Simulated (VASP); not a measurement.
# ScAl4N (F-43m) in VASP: a series of runs

Runs on ScAl4N. Level: PBE. Tasks: single point, relaxation of cell and atoms.

Program: VASP 6.6.1. These are calculated values, not measurements. Logs are shortened: lines on timing, memory, paths and dates and some standing lists are left out, and cuts for length are marked.

### Step 1. The cell of the first run

Symmetry: F-43m, No. 216, cubic system. The conventional cell has a = 7.018 Å, b = 7.018 Å, c = 7.018 Å, α = 90.00°, β = 90.00°, γ = 90.00°. Sc (site symmetry -43m) has 12 Al at 2.91 Å and 4 N at 3.04 Å within 3.8 Å. Within 3.3 Å of Al (site symmetry 3m) lie 6 Al at 2.48 Å and 3 N at 2.91 Å and 3 Sc at 2.91 Å. N (site symmetry -43m) has 12 Al at 2.91 Å and 4 Sc at 3.04 Å within 3.8 Å.

The cell was built from a structure type or drawn by symmetry, and may not be a known phase.

### Step 2. Single point, PBE

Contents of INCAR:

```
SYSTEM = ScAl4N
PREC = Accurate ; ENCUT = 520
EDIFF = 1E-6 ; ISMEAR = 0
SIGMA = 0.1 ; LREAL = .FALSE.
LASPH = .TRUE. ; NELM = 60
ALGO = Normal ; ISIF = 2
LWAVE = .FALSE. ; LCHARG = .FALSE.
GGA = PE ; NBANDS = 23
```

Contents of KPOINTS:

```
regular mesh
0
G
  4 4 4
  0 0 0
```

Contents of POSCAR:

```
ScAl4N
1.0
    0.0000000000      3.5087745500      3.5087745500
    3.5087745500      0.0000000000      3.5087745500
    3.5087745500      3.5087745500      0.0000000000
Sc Al N
1 4 1
Direct
    0.2500000000      0.2500000000      0.2500000000
    0.3753849900      0.8748716700      0.8748716700
    0.8748716700      0.8748716700      0.3753849900
    0.8748716700      0.3753849900      0.8748716700
    0.8748716700      0.8748716700      0.8748716700
    0.5000000000      0.5000000000      0.5000000000
```

Potentials or basis: VASP PAW PBE potentials, release 64 (Sc_sv, Al, N).

Run with:

```console
> cat potpaw_PBE.64/Sc_sv/POTCAR potpaw_PBE.64/Al/POTCAR potpaw_PBE.64/N/POTCAR > POTCAR
> mpirun -np 1 vasp_std > vasp.out
```

OUTCAR:

```text
SYSTEM = ScAl4N
   PREC = Accurate
   ENCUT = 520
   EDIFF = 1E-6
   ISMEAR = 0
   LREAL = .FALSE.
   LASPH = .TRUE.
   NELM = 60
   ISIF = 2
   GGA = PE

 ion  position               nearest neighbor table
   1  0.250  0.250  0.250-   3 2.91   4 2.91   2 2.91   3 2.91   2 2.91   4 2.91   5 2.91   5 2.91
                             5 2.91   2 2.91   3 2.91   4 2.91
   2  0.375  0.875  0.875-   3 2.48   4 2.48   5 2.48   4 2.48   3 2.48   5 2.48   1 2.91   1 2.91
                             1 2.91
   3  0.875  0.875  0.375-   2 2.48   4 2.48   5 2.48   4 2.48   2 2.48   5 2.48   1 2.91   1 2.91
                             1 2.91
   4  0.875  0.375  0.875-   2 2.48   3 2.48   5 2.48   2 2.48   3 2.48   5 2.48   1 2.91   1 2.91
                             1 2.91
   5  0.875  0.875  0.875-   2 2.48   3 2.48   4 2.48   2 2.48   4 2.48   3 2.48   1 2.91   1 2.91
                             1 2.91
   6  0.500  0.500  0.500-

  LATTYP: Found a face centered cubic cell.
 ALAT       =     7.0175491000

  Lattice vectors:

 A1 = (   0.0000000000,   3.5087745500,   3.5087745500)
 A2 = (   3.5087745500,   0.0000000000,   3.5087745500)
 A3 = (   3.5087745500,   3.5087745500,   0.0000000000)

Analysis of symmetry for initial positions (statically):
=====================================================================
 Subroutine PRICEL returns:
 Original cell was already a primitive cell.

 Routine SETGRP: Setting up the symmetry group for a
 face centered cubic supercell.

 Subroutine GETGRP returns: Found 24 space group operations
 (whereof 24 operations were pure point group operations)
 out of a pool of 48 trial point group operations.

The static configuration has the point symmetry T_d .

Analysis of symmetry for dynamics (positions and initial velocities):
=====================================================================
 Subroutine PRICEL returns:
 Original cell was already a primitive cell.

 Routine SETGRP: Setting up the symmetry group for a
 face centered cubic supercell.

 Subroutine GETGRP returns: Found 24 space group operations
 (whereof 24 operations were pure point group operations)
 out of a pool of 48 trial point group operations.

The dynamic configuration has the point symmetry T_d .

 Subroutine INISYM returns: Found 24 space group operations
 (whereof 24 operations are pure point group operations),
 and found     1 'primitive' translations

----------------------------------------------------------------------------------------

                                     Primitive cell

  volume of cell :      86.3965

  direct lattice vectors                    reciprocal lattice vectors
     0.000000000  3.508774550  3.508774550    -0.142499894  0.142499894  0.142499894
     3.508774550  0.000000000  3.508774550     0.142499894 -0.142499894  0.142499894
     3.508774550  3.508774550  0.000000000     0.142499894  0.142499894 -0.142499894

  length of vectors
     4.962156556  4.962156556  4.962156556     0.246817056  0.246817056  0.246817056

  position of ions in fractional coordinates (direct lattice)
     0.250000000  0.250000000  0.250000000
     0.375384990  0.874871670  0.874871670
     0.874871670  0.874871670  0.375384990
     0.874871670  0.375384990  0.874871670
     0.874871670  0.874871670  0.874871670
     0.500000000  0.500000000  0.500000000

  ion indices of the primitive-cell ions
   primitive index   ion index
                 1           1
                 2           2
                 3           3
                 4           4
                 5           5
                 6           6

----------------------------------------------------------------------------------------

 KPOINTS: regular mesh

Automatic generation of k-mesh.
 Grid dimensions read from file:
 generate k-points for:    4    4    4

 Generating k-lattice:

  Cartesian coordinates                     Fractional coordinates (reciprocal lattice)
    -0.035624973  0.035624973  0.035624973     0.250000000  0.000000000  0.000000000
     0.035624973 -0.035624973  0.035624973     0.000000000  0.250000000  0.000000000
     0.035624973  0.035624973 -0.035624973     0.000000000  0.000000000  0.250000000

  Length of vectors
     0.061704264  0.061704264  0.061704264

  Shift w.r.t. Gamma in fractional coordinates (k-lattice)
     0.000000000  0.000000000  0.000000000

 Subroutine IBZKPT returns following result:
 ===========================================

 Found      8 irreducible k-points:

 Following reciprocal coordinates:
            Coordinates               Weight
  0.000000  0.000000  0.000000      1.000000
  0.250000  0.000000  0.000000      8.000000
  0.500000  0.000000  0.000000      4.000000
  0.250000  0.250000  0.000000      6.000000
  0.500000  0.250000  0.000000     24.000000
 -0.250000  0.250000  0.000000     12.000000
  0.500000  0.500000  0.000000      3.000000
 -0.250000  0.500000  0.250000      6.000000
   k-points           NKPTS =      8   k-points in BZ     NKDIM =      8   number of bands    NBANDS=     23
   number of dos      NEDOS =    301   number of ions     NIONS =      6
   total plane-waves  NPLWV =  64000
   dimension x,y,z NGX =    40 NGY =   40 NGZ =   40
   dimension x,y,z NGXF=    80 NGYF=   80 NGZF=   80
   ions per type =               1   4   1
   NGX,Y,Z   is equivalent  to a cutoff of  13.40, 13.40, 13.40 a.u.
   NGXF,Y,Z  is equivalent  to a cutoff of  26.80, 26.80, 26.80 a.u.
 SYSTEM =  ScAl4N
   PREC   = accura    normal or accurate (medium, high low for compatibility)
   ISTART =      0    job   : 0-new  1-cont  2-samecut
   ICHARG =      2    charge: 1-file 2-atom 10-const
   ISPIN  =      1    spin polarized calculation?
   LNONCOLLINEAR =      F non collinear calculations
   LSORBIT =      F    spin-orbit coupling
   LASPH  =      T    aspherical Exc in radial PAW
   ENCUT  =  520.0 eV  38.22 Ry    6.18 a.u.   9.23  9.23  9.23*2*pi/ulx,y,z
   NELM   =     60;   NELMIN=  2; NELMDL= -5     # of ELM steps
   EDIFF  = 0.1E-05   stopping-criterion for ELM
   LREAL  =      F    real-space projection
   EDIFFG = 0.1E-04   stopping-criterion for IOM
   NSW    =      0    number of steps for IOM
   IBRION =     -1    ionic relax: 0-MD 1-quasi-New 2-CG
   NFREE  =      0    steps in history (QN), initial steepest desc. (CG)
   ISIF   =      2    stress and relaxation
   ISYM   =      2    0-nonsym 1-usesym 2-fastsym
   POTIM  = 0.5000    time-step for ionic-motion
   TEBEG  =    0.0;   TEEND  =   0.0 temperature during run
   PSTRESS=    0.0 pullay stress
   NELECT =      28.0000    total number of electrons
   NUPDOWN=      -1.0000    fix difference up-down
   EMIN   =  10.00;   EMAX   =-10.00  energy-range for DOS
   EFERMI =   0.00;   METHOD = LEGACY
   ISMEAR =     0;   SIGMA  =   0.10  broadening in eV -4-tet -1-fermi 0-gaus
   EFERMI_NEDOS =   21; number of points for ismear=-14 and -15
   IALGO  =     38    algorithm
   IMIX   =      4    mixing-type and parameters
     AMIX     =   0.40;   BMIX     =  1.00
     AMIX_MAG =   1.60;   BMIX_MAG =  1.00
  volume/ion in A,a.u.               =      14.40        97.17
  Fermi-wavevector in a.u.,A,eV,Ry     =   1.124507  2.125010 17.204775  1.264515
  Thomas-Fermi vector in A             =   2.261179
   LORBIT       =      0    0 simple, 1 ext, 2 COOP (PROOUT), +10 PAW based schemes
   GGA     = PE    functional components
   LHFCALC =     F    Hartree Fock is set to
   AEXX    =    0.0000 exact exchange contribution
   IVDW    =     0    specifies the selected vdW correction
   LEPSILON=     F    determine dielectric tensor
   LRPA    =     F    only Hartree local field effects (RPA)
 non-spin polarized calculation
 Gauss-broadening in eV      SIGMA  =   0.10
  energy-cutoff  :      520.00
  volume of cell :       86.40
 maximum number of plane-waves:      2346
 NGX is ok and might be reduce to    40
   NGX = 19   NGY = 19   NGZ = 19

 number of electron      28.0000000 magnetization

 Free energy of the ion-electron system (eV)
  ---------------------------------------------------
  ext. energy  EPLUGINS =         0.00000000
  ---------------------------------------------------
  free energy    TOTEN  =       -25.25752858 eV

  energy without entropy =      -25.23882795  energy(sigma->0) =      -25.24817826

 E-fermi :   7.2896     XC(G=0): -10.7461

 val. band max:        7.2200506413   @ k =   0.5000   0.0000   0.0000
 cond. band min:       7.3909398546   @ k =   0.5000   0.2500   0.0000
 fundamental gap:      0.1708892132
 Fermi energy:         7.2896315529

 k-point     1 :       0.0000    0.0000    0.0000
  band No.  band energies     occupation
      1     -41.5484      2.00000
      2     -20.2350      2.00000
      3     -20.2350      2.00000
      4     -20.2350      2.00000
      5      -5.9798      2.00000
      6      -1.8013      2.00000
[... 15 lines left out ...]
     22      11.7702      0.00000
     23      12.9748      0.00000

 k-point     2 :       0.2500    0.0000    0.0000
  band No.  band energies     occupation
      1     -41.5483      2.00000
      2     -20.2389      2.00000
      3     -20.2355      2.00000
      4     -20.2355      2.00000
      5      -5.7885      2.00000
      6      -1.8406      2.00000
[... 15 lines left out ...]
     22      12.0730      0.00000
     23      12.6626      0.00000

 k-point     3 :       0.5000    0.0000    0.0000
  band No.  band energies     occupation
      1     -41.5482      2.00000
      2     -20.2428      2.00000
      3     -20.2360      2.00000
      4     -20.2360      2.00000
      5      -5.5791      2.00000
      6      -1.8202      2.00000
[... 15 lines left out ...]
     22      11.8494      0.00000
     23      11.8494      0.00000
[... 79 lines left out ...]
 k-point     7 :       0.5000    0.5000    0.0000
  band No.  band energies     occupation
      1     -41.5481      2.00000
      2     -20.2424      2.00000
      3     -20.2378      2.00000
      4     -20.2378      2.00000
      5      -5.4901      2.00000
      6      -1.0680      2.00000
[... 15 lines left out ...]
     22      11.1955      0.00000
     23      13.2927      0.00000

 k-point     8 :      -0.2500    0.5000    0.2500
  band No.  band energies     occupation
      1     -41.5481      2.00000
      2     -20.2403      2.00000
      3     -20.2398      2.00000
      4     -20.2378      2.00000
      5      -5.4830      2.00000
      6      -0.9262      2.00000
[... 15 lines left out ...]
     22      12.2571      0.00000
     23      12.8282      0.00000

------------------------ aborting loop because EDIFF is reached ----------------------------------------

  FORCE on cell =-STRESS in cart. coord.  units (eV):
  Direction    XX          YY          ZZ          XY          YZ          ZX
  --------------------------------------------------------------------------------------
  -------------------------------------------------------------------------------------
  Total        9.9727104      9.9727104      9.9727104      0.0000000      0.0000000      0.0000000
  in kB      184.9385295    184.9385295    184.9385295      0.0000000      0.0000000      0.0000000
  external PRESSURE =     184.9385295 kB  Pullay stress =       0.0000000 kB

 VOLUME and BASIS-vectors are now :
 -----------------------------------------------------------------------------
  energy-cutoff  :      520.00
  volume of cell :       86.40
      direct lattice vectors                 reciprocal lattice vectors
     0.000000000  3.508774550  3.508774550    -0.142499894  0.142499894  0.142499894
     3.508774550  0.000000000  3.508774550     0.142499894 -0.142499894  0.142499894
     3.508774550  3.508774550  0.000000000     0.142499894  0.142499894 -0.142499894

 POSITION                                       TOTAL-FORCE (eV/Angst)
 -----------------------------------------------------------------------------------
      1.75439      1.75439      1.75439         0.000000      0.000000      0.000000
      6.13945      4.38687      4.38687         0.357066     -0.357066     -0.357066
      4.38687      4.38687      6.13945        -0.357066     -0.357066      0.357066
      4.38687      6.13945      4.38687        -0.357066      0.357066     -0.357066
      6.13945      6.13945      6.13945         0.357066      0.357066      0.357066
      3.50877      3.50877      3.50877         0.000000      0.000000      0.000000
 -----------------------------------------------------------------------------------
    total drift:                               -0.000000     -0.000000     -0.000000

  FREE ENERGIE OF THE ION-ELECTRON SYSTEM (eV)
  ---------------------------------------------------
  free  energy   TOTEN  =       -25.2575285775 eV

  energy  without entropy=      -25.2388279492  energy(sigma->0) =      -25.24817826
```

Run time: 34 s. Hardware: 1 thread of Intel Xeon 8259CL, shared host; peak memory 0.24 GiB.

Results:

```
Free energy            : -25.2575 eV
Pressure               : 18.5 GPa
Largest force          : 0.618 eV/Å
Band gap on the k mesh : zero (bands 14 and 15 overlap by 0.98 eV)
```

Forces in eV/Å, atoms in the order of the input:
```
Sc   0.000  0.000  0.000
Al   0.357 -0.357 -0.357
Al  -0.357 -0.357  0.357
Al  -0.357  0.357 -0.357
Al   0.357  0.357  0.357
N    0.000  0.000  0.000
```

Caveat: the k points lie up to 0.39 Å⁻¹ apart, too coarse for converged energies and pressures of a metal.

[end of part 1 of 2]
